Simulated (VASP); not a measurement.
# As2Se (I4_1/amd) in VASP: further runs, part 2 of 2

VASP 6.6.1. The steps go on from the part before.

### 4 Single point, PBEsol

File INCAR:

```
  PREC = Accurate
  ENCUT = 520
  EDIFF = 1E-6
  ISMEAR = 0
  SIGMA = 0.1
  LREAL = F
  LASPH = T
  NELM = 100
  ALGO = Normal
  ISIF = 2
  LWAVE = F
  LCHARG = F
  GGA = PS
  NBANDS = 25
```

File KPOINTS:

```
Automatic mesh
0
Gamma
  2 2 2
  0.5 0.5 0.5
```

File POSCAR:

```
As2Se
1.0
   -3.5294180000      3.5294180000      2.6535710000
    3.5294180000     -3.5294180000      2.6535710000
    3.5294180000      3.5294180000     -2.6535710000
As Se
4 2
Direct
    0.8750000000      0.1250000000      0.7500000000
    0.3750000000      0.1250000000      0.2500000000
    0.8750000000      0.6250000000      0.7500000000
    0.8750000000      0.1250000000      0.2500000000
    0.5000000000      0.5000000000      0.0000000000
    0.2500000000      0.7500000000      0.5000000000
```

Potentials or basis: VASP PAW PBE potentials, release 64 (As, Se).

Command:

```
cat potpaw_PBE.64/As/POTCAR potpaw_PBE.64/Se/POTCAR > POTCAR
mpirun -np 1 vasp_std > vasp.out
```

OUTCAR:

```text
PREC = Accurate
   ENCUT = 520
   EDIFF = 1E-6
   ISMEAR = 0
   LREAL = F
   LASPH = T
   NELM = 100
   ISIF = 2
   GGA = PS

 ion  position               nearest neighbor table
   1  0.875  0.125  0.750-   5 2.66   6 2.66   4 2.83   4 2.83   3 2.83   3 2.83
   2  0.375  0.125  0.250-   5 2.66   6 2.66   3 2.83   4 2.83   4 2.83   3 2.83
   3  0.875  0.625  0.750-   5 2.66   6 2.66   1 2.83   2 2.83   1 2.83   2 2.83
   4  0.875  0.125  0.250-   6 2.66   5 2.66   2 2.83   1 2.83   1 2.83   2 2.83
   5  0.500  0.500  0.000-   4 2.66   2 2.66   3 2.66   1 2.66
   6  0.250  0.750  0.500-   1 2.66   2 2.66   3 2.66   4 2.66

  LATTYP: Found a body centered tetragonal cell.
 ALAT       =     7.0588360000
 C/A-ratio  =     0.7518437884

  Lattice vectors:

 A1 = (  -3.5294180000,   3.5294180000,   2.6535710000)
 A2 = (   3.5294180000,  -3.5294180000,   2.6535710000)
 A3 = (   3.5294180000,   3.5294180000,  -2.6535710000)

Analysis of symmetry for initial positions (statically):
=====================================================================
 Subroutine PRICEL returns:
 Original cell was already a primitive cell.

 Routine SETGRP: Setting up the symmetry group for a
 body centered tetragonal supercell.

 Subroutine GETGRP returns: Found 16 space group operations
 (whereof  8 operations were pure point group operations)
 out of a pool of 16 trial point group operations.

The static configuration has the point symmetry D_2d.
 The point group associated with its full space group is D_4h.

Analysis of symmetry for dynamics (positions and initial velocities):
=====================================================================
 Subroutine PRICEL returns:
 Original cell was already a primitive cell.

 Routine SETGRP: Setting up the symmetry group for a
 body centered tetragonal supercell.

 Subroutine GETGRP returns: Found 16 space group operations
 (whereof  8 operations were pure point group operations)
 out of a pool of 16 trial point group operations.

The dynamic configuration has the point symmetry D_2d.
 The point group associated with its full space group is D_4h.

 Subroutine INISYM returns: Found 16 space group operations
 (whereof  8 operations are pure point group operations),
 and found     1 'primitive' translations

----------------------------------------------------------------------------------------

                                     Primitive cell

  volume of cell :     132.2199

  direct lattice vectors                    reciprocal lattice vectors
    -3.529418000  3.529418000  2.653571000     0.000000000  0.141666416  0.188425333
     3.529418000 -3.529418000  2.653571000     0.141666416  0.000000000  0.188425333
     3.529418000  3.529418000 -2.653571000     0.141666416  0.141666416  0.000000000

  length of vectors
     5.652877311  5.652877311  5.652877311     0.235740280  0.235740280  0.200346567

  position of ions in fractional coordinates (direct lattice)
     0.875000000  0.125000000  0.750000000
     0.375000000  0.125000000  0.250000000
     0.875000000  0.625000000  0.750000000
     0.875000000  0.125000000  0.250000000
     0.500000000  0.500000000  0.000000000
[... 30 lines left out ...]
     0.500000000  0.500000000  0.500000000

 Subroutine IBZKPT returns following result:
 ===========================================

 Found      3 irreducible k-points:

 Following reciprocal coordinates:
            Coordinates               Weight
  0.250000  0.250000  0.250000      2.000000
 -0.250000  0.250000  0.250000      4.000000
 -0.250000 -0.250000  0.250000      2.000000
   k-points           NKPTS =      3   k-points in BZ     NKDIM =      3   number of bands    NBANDS=     25
   number of dos      NEDOS =    301   number of ions     NIONS =      6
   total plane-waves  NPLWV =  74088
   dimension x,y,z NGX =    42 NGY =   42 NGZ =   42
   dimension x,y,z NGXF=    84 NGYF=   84 NGZF=   84
   ions per type =               4   2
   NGX,Y,Z   is equivalent  to a cutoff of  12.35, 12.35, 12.35 a.u.
   NGXF,Y,Z  is equivalent  to a cutoff of  24.70, 24.70, 24.70 a.u.
 SYSTEM =  unknown system
   PREC   = accura    normal or accurate (medium, high low for compatibility)
   ISTART =      0    job   : 0-new  1-cont  2-samecut
   ICHARG =      2    charge: 1-file 2-atom 10-const
   ISPIN  =      1    spin polarized calculation?
   LNONCOLLINEAR =      F non collinear calculations
   LSORBIT =      F    spin-orbit coupling
   LASPH  =      T    aspherical Exc in radial PAW
   ENCUT  =  520.0 eV  38.22 Ry    6.18 a.u.  10.51 10.51 10.51*2*pi/ulx,y,z
   NELM   =    100;   NELMIN=  2; NELMDL= -5     # of ELM steps
   EDIFF  = 0.1E-05   stopping-criterion for ELM
   LREAL  =      F    real-space projection
   EDIFFG = 0.1E-04   stopping-criterion for IOM
   NSW    =      0    number of steps for IOM
   IBRION =     -1    ionic relax: 0-MD 1-quasi-New 2-CG
   NFREE  =      0    steps in history (QN), initial steepest desc. (CG)
   ISIF   =      2    stress and relaxation
   ISYM   =      2    0-nonsym 1-usesym 2-fastsym
   POTIM  = 0.5000    time-step for ionic-motion
   TEBEG  =    0.0;   TEEND  =   0.0 temperature during run
   PSTRESS=    0.0 pullay stress
   NELECT =      32.0000    total number of electrons
   NUPDOWN=      -1.0000    fix difference up-down
   EMIN   =  10.00;   EMAX   =-10.00  energy-range for DOS
   EFERMI =   0.00;   METHOD = LEGACY
   ISMEAR =     0;   SIGMA  =   0.10  broadening in eV -4-tet -1-fermi 0-gaus
   EFERMI_NEDOS =   21; number of points for ismear=-14 and -15
   IALGO  =     38    algorithm
   IMIX   =      4    mixing-type and parameters
     AMIX     =   0.40;   BMIX     =  1.00
     AMIX_MAG =   1.60;   BMIX_MAG =  1.00
  volume/ion in A,a.u.               =      22.04       148.71
  Fermi-wavevector in a.u.,A,eV,Ry     =   1.020217  1.927930 14.161523  1.040843
  Thomas-Fermi vector in A             =   2.153774
   LORBIT       =      0    0 simple, 1 ext, 2 COOP (PROOUT), +10 PAW based schemes
   GGA     = PS    functional components
   LHFCALC =     F    Hartree Fock is set to
   AEXX    =    0.0000 exact exchange contribution
   IVDW    =     0    specifies the selected vdW correction
   LEPSILON=     F    determine dielectric tensor
   LRPA    =     F    only Hartree local field effects (RPA)
 non-spin polarized calculation
 Gauss-broadening in eV      SIGMA  =   0.10
  energy-cutoff  :      520.00
  volume of cell :      132.22
 maximum number of plane-waves:      3572
 NGX is ok and might be reduce to    42
   NGX = 21   NGY = 21   NGZ = 21

 number of electron      31.9999999 magnetization

 Free energy of the ion-electron system (eV)
  ---------------------------------------------------
  ext. energy  EPLUGINS =         0.00000000
  ---------------------------------------------------
  free energy    TOTEN  =       -29.09059156 eV

  energy without entropy =      -29.09059156  energy(sigma->0) =      -29.09059156

 E-fermi :   4.8675     XC(G=0): -10.0751

 val. band max:        4.3459612177   @ k =  -0.2500  -0.2500   0.2500
 cond. band min:       5.5652431913   @ k =  -0.2500  -0.2500   0.2500
 fundamental gap:      1.2192819736
 Fermi energy:         4.8675244386

 k-point     1 :       0.2500    0.2500    0.2500
  band No.  band energies     occupation
      1      -8.7346      2.00000
      2      -8.7346      2.00000
      3      -7.7395      2.00000
      4      -7.7395      2.00000
      5      -4.1622      2.00000
      6      -4.1622      2.00000
[... 73 lines left out ...]
     24       7.9602      0.00000
     25       9.8321      0.00000

------------------------ aborting loop because EDIFF is reached ----------------------------------------

  FORCE on cell =-STRESS in cart. coord.  units (eV):
  Direction    XX          YY          ZZ          XY          YZ          ZX
  --------------------------------------------------------------------------------------
  -------------------------------------------------------------------------------------
  Total       -3.4944257     -3.4944257     -1.8745931      0.0000000     -0.0000000      0.0000000
  in kB      -42.3437677    -42.3437677    -22.7154159      0.0000000     -0.0000000      0.0000000
  external PRESSURE =     -35.8009838 kB  Pullay stress =       0.0000000 kB

 VOLUME and BASIS-vectors are now :
 -----------------------------------------------------------------------------
  energy-cutoff  :      520.00
  volume of cell :      132.22
      direct lattice vectors                 reciprocal lattice vectors
    -3.529418000  3.529418000  2.653571000     0.000000000  0.141666416  0.188425333
     3.529418000 -3.529418000  2.653571000     0.141666416  0.000000000  0.188425333
     3.529418000  3.529418000 -2.653571000     0.141666416  0.141666416  0.000000000

 POSITION                                       TOTAL-FORCE (eV/Angst)
 -----------------------------------------------------------------------------------
      0.00000      5.29413      0.66339        -0.000000     -0.000000      0.000000
     -0.00000      1.76471      0.66339        -0.000000     -0.000000      0.000000
      1.76471      3.52942      1.99018        -0.000000     -0.000000      0.000000
     -1.76471      3.52942      1.99018        -0.000000     -0.000000      0.000000
      0.00000      0.00000      2.65357        -0.000000      0.000000      0.000000
      3.52942     -0.00000      1.32679         0.000000     -0.000000     -0.000000
 -----------------------------------------------------------------------------------
    total drift:                               -0.000000      0.000000     -0.000000

  FREE ENERGIE OF THE ION-ELECTRON SYSTEM (eV)
  ---------------------------------------------------
  free  energy   TOTEN  =       -29.0905915637 eV

  energy  without entropy=      -29.0905915637  energy(sigma->0) =      -29.09059156
```

OSZICAR:

```text
N       E                     dE             d eps       ncg     rms          rms(c)
DAV:   1     0.131701720652E+03    0.13170E+03   -0.12674E+04   150   0.107E+03
DAV:   2    -0.180221024585E+02   -0.14972E+03   -0.13754E+03   187   0.173E+02
DAV:   3    -0.291201614094E+02   -0.11098E+02   -0.10923E+02   186   0.485E+01
DAV:   4    -0.292645378250E+02   -0.14438E+00   -0.14406E+00   177   0.606E+00
DAV:   5    -0.292664386913E+02   -0.19009E-02   -0.18931E-02   188   0.607E-01    0.609E+00
DAV:   6    -0.290955514858E+02    0.17089E+00   -0.19980E-01   177   0.260E+00    0.365E+00
DAV:   7    -0.290932850139E+02    0.22665E-02   -0.15889E-01   194   0.168E+00    0.117E+00
DAV:   8    -0.290908352462E+02    0.24498E-02   -0.18913E-02   177   0.810E-01    0.166E-01
DAV:   9    -0.290905630576E+02    0.27219E-03   -0.28232E-03   170   0.327E-01    0.644E-02
DAV:  10    -0.290905974918E+02   -0.34434E-04   -0.42311E-04   180   0.929E-02    0.336E-02
DAV:  11    -0.290905905856E+02    0.69062E-05   -0.28748E-05   170   0.339E-02    0.671E-03
DAV:  12    -0.290905915637E+02   -0.97811E-06   -0.44191E-06   178   0.103E-02
   1 F= -.29090592E+02 E0= -.29090592E+02  d E =-.432873E-13
```

stdout:

```text
POSCAR found type information on POSCAR AsSe
 POSCAR found :  2 types and       6 ions
 scaLAPACK will be used
 -----------------------------------------------------------------------------
|                                                                             |
|                                                                             |
|     You enforced a specific xc type in the INCAR file but a different       |
|     I HOPE YOU KNOW WHAT YOU ARE DOING!                                     |
|                                                                             |
 -----------------------------------------------------------------------------

 LDA part: xc-table for (Slater+PW92), standard interpolation
 POSCAR, INCAR and KPOINTS ok, starting setup
 FFT: planning ... GRIDC
 FFT: planning ... GRID_SOFT
 FFT: planning ... GRID
 WAVECAR not read
 entering main loop
```

Wall time 9.7 s (1 thread of Intel Xeon 6975P-C (Granite Rapids), shared host); peak memory 0.24 GiB.

What came out:

| Item | Value |
| --- | --- |
| Free energy | -29.0906 eV |
| Pressure | -3.6 GPa |
| Band gap on the k mesh | 1.22 eV, direct |

Caveat: the k points lie up to 0.74 Å⁻¹ apart; the PAW data sets were made with another functional, which shifts forces and pressure a little.

### 5 Single point, PBEsol

File INCAR:

```
SYSTEM = As2Se
  ALGO = Normal
  EDIFF = 1E-6
  ENCUT = 520
  GGA = PS
  ISIF = 2
  ISMEAR = 0
  LASPH = .TRUE.
  LCHARG = .TRUE.
  LELF = .TRUE.
  LREAL = .FALSE.
  LVHAR = .TRUE.
  LWAVE = .FALSE.
  NBANDS = 25
  NELM = 60
  PREC = Accurate
  SIGMA = 0.1
```

File KPOINTS:

```
k-points
0
G
  4 4 4
  0 0 0
```

POSCAR is that of step 4.

Potentials or basis: VASP PAW PBE potentials, release 64 (As, Se).

Command:

```
cat potpaw_PBE.64/As/POTCAR potpaw_PBE.64/Se/POTCAR > POTCAR
mpirun -np 1 vasp_std > vasp.out
```

OUTCAR:

```text
SYSTEM = As2Se
   EDIFF = 1E-6
   ENCUT = 520
   GGA = PS
   ISIF = 2
   ISMEAR = 0
   LASPH = .TRUE.
   LREAL = .FALSE.
   NELM = 60
   PREC = Accurate

 ion  position               nearest neighbor table
   1  0.875  0.125  0.750-   5 2.66   6 2.66   4 2.83   4 2.83   3 2.83   3 2.83
   2  0.375  0.125  0.250-   5 2.66   6 2.66   3 2.83   4 2.83   4 2.83   3 2.83
   3  0.875  0.625  0.750-   5 2.66   6 2.66   1 2.83   2 2.83   1 2.83   2 2.83
   4  0.875  0.125  0.250-   6 2.66   5 2.66   2 2.83   1 2.83   1 2.83   2 2.83
   5  0.500  0.500  0.000-   4 2.66   2 2.66   3 2.66   1 2.66
   6  0.250  0.750  0.500-   1 2.66   2 2.66   3 2.66   4 2.66

  LATTYP: Found a body centered tetragonal cell.
 ALAT       =     7.0588360000
 C/A-ratio  =     0.7518437884

  Lattice vectors:

 A1 = (  -3.5294180000,   3.5294180000,   2.6535710000)
 A2 = (   3.5294180000,  -3.5294180000,   2.6535710000)
 A3 = (   3.5294180000,   3.5294180000,  -2.6535710000)

Analysis of symmetry for initial positions (statically):
=====================================================================
 Subroutine PRICEL returns:
[... 172 lines left out ...]
 cond. band min:       4.6656882786   @ k =   0.5000   0.5000   0.2500
 fundamental gap:      0.0222723383
 Fermi energy:         4.6491538233

 k-point     1 :       0.0000    0.0000    0.0000
  band No.  band energies     occupation
      1     -10.4513      2.00000
      2      -8.3370      2.00000
      3      -5.7848      2.00000
      4      -5.7190      2.00000
      5      -5.7190      2.00000
      6      -4.0657      2.00000
[... 353 lines left out ...]
     24       8.0619      0.00000
     25      11.1686      0.00000

------------------------ aborting loop because EDIFF is reached ----------------------------------------

  FORCE on cell =-STRESS in cart. coord.  units (eV):
  Direction    XX          YY          ZZ          XY          YZ          ZX
  --------------------------------------------------------------------------------------
  -------------------------------------------------------------------------------------
  Total       -2.5245616     -2.5245616     -4.0310943      0.0000000      0.0000000      0.0000000
  in kB      -30.5914215    -30.5914215    -48.8468589      0.0000000      0.0000000      0.0000000
  external PRESSURE =     -36.6765673 kB  Pullay stress =       0.0000000 kB

 VOLUME and BASIS-vectors are now :
 -----------------------------------------------------------------------------
  energy-cutoff  :      520.00
  volume of cell :      132.22
      direct lattice vectors                 reciprocal lattice vectors
    -3.529418000  3.529418000  2.653571000     0.000000000  0.141666416  0.188425333
     3.529418000 -3.529418000  2.653571000     0.141666416  0.000000000  0.188425333
     3.529418000  3.529418000 -2.653571000     0.141666416  0.141666416  0.000000000

 POSITION                                       TOTAL-FORCE (eV/Angst)
 -----------------------------------------------------------------------------------
      0.00000      5.29413      0.66339        -0.000000     -0.000000     -0.000000
     -0.00000      1.76471      0.66339        -0.000000     -0.000000     -0.000000
      1.76471      3.52942      1.99018        -0.000000     -0.000000     -0.000000
     -1.76471      3.52942      1.99018        -0.000000     -0.000000     -0.000000
      0.00000      0.00000      2.65357         0.000000     -0.000000      0.000000
      3.52942     -0.00000      1.32679        -0.000000      0.000000     -0.000000
 -----------------------------------------------------------------------------------
    total drift:                               -0.000000      0.000000     -0.000000

  FREE ENERGIE OF THE ION-ELECTRON SYSTEM (eV)
  ---------------------------------------------------
  free  energy   TOTEN  =       -27.5882467264 eV

  energy  without entropy=      -27.5578056039  energy(sigma->0) =      -27.57302617
```

stdout:

```text
POSCAR found type information on POSCAR AsSe
 POSCAR found :  2 types and       6 ions
 scaLAPACK will be used
 -----------------------------------------------------------------------------
|                                                                             |
|                                                                             |
|     You enforced a specific xc type in the INCAR file but a different       |
|     I HOPE YOU KNOW WHAT YOU ARE DOING!                                     |
|                                                                             |
 -----------------------------------------------------------------------------

 LDA part: xc-table for (Slater+PW92), standard interpolation
 POSCAR, INCAR and KPOINTS ok, starting setup
 FFT: planning ... GRIDC
 FFT: planning ... GRID_SOFT
 FFT: planning ... GRID
 WAVECAR not read
 entering main loop
```

Run time: 21 s. Hardware: 1 thread of Intel Xeon 6975P-C (Granite Rapids), shared host; peak memory 0.25 GiB.

What came out:

```
Free energy            : -27.5882 eV
Pressure               : -3.7 GPa
Band gap on the k mesh : zero (band 16 reaches 4.76 eV, above the bottom of band 17 at 4.58 eV)
```

Caveat: the k points lie up to 0.37 Å⁻¹ apart; the PAW data sets were made with another functional, which shifts forces and pressure a little.

### 6 Summary

| k mesh | gap on the mesh (eV) | pressure (GPa) |
| --- | --- | --- |
| 1 × 1 × 1 | 3.24 | -19.3 |
| 2 × 2 × 2 | none | -3.5 |
| 2 × 2 × 2, shifted | 1.22 | -3.6 |
| 4 × 4 × 4 | none | -3.7 |

Alike in all rows: task single point; level PBEsol; potentials or basis VASP PAW PBE potentials, release 64 (As, Se); no spin polarisation; cell as given; cutoff (eV) 520; smearing gaussian 0.1 eV.

Caveats: all runs use coarse meshes; the PAW data sets were made with another functional, which shifts forces and pressure a little.

Total energies depend on the potentials used, so only differences within one code and one set of settings carry meaning.
